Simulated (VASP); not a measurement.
Pb:

```xyz
1
Lattice="0.0000 2.4914 2.4914 2.4914 0.0000 2.4914 2.4914 2.4914 0.0000" Properties=species:S:1:pos:R:3 pbc="T T T"
Pb    0.0000    0.0000    0.0000
```

Base run:

```yaml
Program: VASP 6.6.1
Functional: BLYP
Potentials_or_basis: VASP PAW PBE potentials, release 64 (Pb_d)
Cutoff: 520 eV
k_mesh: 9 × 9 × 9
Occupations: fermi-dirac, width 0.05 eV
Spin: no spin polarisation
```

Its results: band gap on the k mesh zero (band 7 reaches 14.63 eV, above the bottom of band 8 at 6.09 eV); pressure 4.9 GPa.

Problem. The run is repeated on the same cell with these changes: dispersion from none to D4. What comes out?

Solution. Band gap on the k mesh zero (band 7 reaches 14.63 eV, above the bottom of band 8 at 6.09 eV); pressure 1.0 GPa.

Dispersion adds attraction, which lowers the pressure at fixed volume and, as a term added to the energy, leaves the levels alone.

Caveats: the PAW data sets were made with another functional, which shifts forces and pressure a little; spin-orbit coupling is left out, which moves the levels of the heavy elements; pairwise dispersion overbinds metals, which lowers pressure and volume (some runs).
